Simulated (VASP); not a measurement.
Here is a VASP 6.6.1 calculation.

The input INCAR:

```
ALGO = Fast
EDIFF = 1E-7
ENCUT = 520
GGA = PS
ISIF = 2
ISMEAR = -1
LASPH = True
LCHARG = False
LREAL = False
LWAVE = False
NBANDS = 11
NELM = 100
PREC = Accurate
SIGMA = 0.05
```

KPOINTS

```
k-points
0
Gamma
  12 12 12
```

POSCAR

```
Pt
1.0
   -1.5628089970      1.5628089970      1.5628089970
    1.5628089970     -1.5628089970      1.5628089970
    1.5628089970      1.5628089970     -1.5628089970
Pt
1
Direct
    0.0000000000      0.0000000000      0.0000000000
```

Potentials or basis: VASP PAW PBE potentials, release 64 (Pt).

Launch:

```bash
$ cat potpaw_PBE.64/Pt/POTCAR > POTCAR
$ mpirun -np 1 vasp_std > vasp.out
```

Question: Estimate the pressure.

Answer: -1.7 GPa.

Question: What does it give for the band gap on the k mesh?

Answer: Zero (band 5 reaches 11.73 eV, above the bottom of band 6 at 9.44 eV).

Caveat: the PAW data sets were made with another functional, which shifts forces and pressure a little; spin-orbit coupling is left out, which moves the levels of the heavy elements.
